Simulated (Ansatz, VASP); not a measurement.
## LaYN2 in VASP and in Ansatz

File INCAR:

```
  ALGO = Normal
  EDIFF = 1E-6
  ENCUT = 520
  GGA = PE
  ISIF = 2
  ISMEAR = 0
  LASPH = True
  LCHARG = False
  LREAL = False
  LWAVE = False
  NBANDS = 24
  NELM = 60
  PREC = Accurate
  SIGMA = 0.1
```

The input KPOINTS:

```
k-points
0
Gamma
  6 6 4
```

File POSCAR:

```
LaYN2
1.0
    3.5281802400      0.0000000000      0.0000000000
   -1.7640901200      3.0554937100      0.0000000000
    0.0000000000      0.0000000000      6.1302620200
La Y N
1 1 2
Direct
    0.0000000000      0.0000000000      0.5000000000
    0.0000000000      0.0000000000      0.0000000000
    0.3333333300      0.6666666700      0.7702440000
    0.6666666700      0.3333333300      0.2297560000
```

Input for Ansatz:

```yaml
crystal:
  lattice:
    - [3.52818024, 0.0, 0.0]
    - [-1.76409012, 3.05549371, 0.0]
    - [0.0, 0.0, 6.13026202]
  atoms:
    - { symbol: La, position: [0.0, 0.0, 0.5] }
    - { symbol: "Y", position: [0.0, 0.0, 0.0] }
    - { symbol: "N", position: [0.33333333, 0.66666667, 0.770244] }
    - { symbol: "N", position: [0.66666667, 0.33333333, 0.229756] }
basis:
  ecutwfc: 420
kpoints:
  mp_grid: { grid: [6, 6, 4] }
hamiltonian:
  xc: pbe
scf:
  occupations: { method: gaussian, width: 0.1 }
  lower_state_search: "off"
output:
  forces: true
  stress: true
  eigenvalues: true
```

Change from the starting cell: species swapped into the LiVS2 type (P-3m1, No. 164).

Alike in both runs: task single point; functional PBE; k mesh 6 × 6 × 4; occupations gaussian, width 0.1 eV; no spin polarisation.

|  | VASP | Ansatz |
| --- | --- | --- |
| version | VASP 6.6.1 | Ansatz 0.2.0 |
| potentials or method | VASP PAW PBE potentials, release 64 (La, Y_sv, N), cutoff 520 eV | scalar-relativistic, plane waves, PAW |
| valence electrons in the cell | 32 | 32 |

```csv
,VASP,Ansatz,Ansatz less VASP
gap on the k mesh at the Fermi level (eV),none,none,-
pressure (GPa),2.0,2.2,+0.16
"traceless stress, the component that is largest in VASP (GPa)",3.37,3.38,+0.010
rms of the force components (eV/Å),0.188,0.183,-0.0049
```

Atom by atom the forces differ by 0.005 eV/Å (rms over components). A gap of «none» marks a metal or a gap that the smearing closes. The functional is the same, so the differences come from potentials, cutoffs and numerics.

Spin-orbit coupling is off throughout.
